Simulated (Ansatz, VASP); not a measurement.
# One calculation of W, two programs

Contents of INCAR:

```
SYSTEM = W
  ALGO = Fast
  EDIFF = 1E-6
  ENCUT = 520
  ISIF = 2
  ISMEAR = 0
  LASPH = .True.
  LCHARG = .False.
  LREAL = .False.
  LWAVE = .False.
  NBANDS = 13
  NELM = 60
  PREC = Accurate
  SIGMA = 0.15
```

KPOINTS

```
k-points
0
Gamma
  22 22 22
  0 0 0
```

The input POSCAR:

```
W
1.0
    0.0000000000      1.9209356769      2.0223610806
    1.9209356769      0.0000000000      2.0223610806
    1.9209356769      1.9209356769      0.0000000000
W
1
Direct
    0.0000000000      0.0000000000      0.0000000000
```

Input for Ansatz:

```yaml
crystal:
  lattice:
    - [0.0, 1.9209356769, 2.0223610806]
    - [1.9209356769, 0.0, 2.0223610806]
    - [1.9209356769, 1.9209356769, 0.0]
  atoms:
    - { symbol: W, position: [0.0, 0.0, 0.0] }
basis:
  ecutwfc: 420
kpoints:
  mp_grid: { grid: [22, 22, 22] }
hamiltonian:
  xc: lda
  pseudopotentials: { kind: paw, azcp: { folder: soft_1 } }
scf:
  occupations: { method: gaussian, width: 0.15 }
output:
  forces: true
  stress: true
  eigenvalues: true
  write_density: true
  write_potential: true
  elf: true
  volumetric_format: npy
```

Alike in both runs: task single point; functional LDA; k mesh 22 × 22 × 22; occupations gaussian, width 0.15 eV; no spin polarisation.

```csv
,VASP,Ansatz
version,VASP 6.6.1,Ansatz 0.2.0
potentials or method,"VASP PAW LDA potentials, release 64 (W_sv), cutoff 520 eV","scalar-relativistic, plane waves, PAW"
valence electrons in the cell,14,14
```

|  | VASP | Ansatz | Ansatz less VASP |
| --- | --- | --- | --- |
| gap on the k mesh at the Fermi level (eV) | none | none | - |
| pressure (GPa) | 19.3 | 17.2 | -2.17 |
| traceless stress, the component that is largest in VASP (GPa) | 7.52 | 7.56 | +0.038 |

Ansatz warns that its potentials were made for another functional, while VASP's fit it. LDA's correlation is that of Perdew and Zunger in VASP and of Perdew and Wang (1992) in Ansatz. A gap of «none» marks a metal or a gap that the smearing closes.

Neither program's run includes spin-orbit coupling.
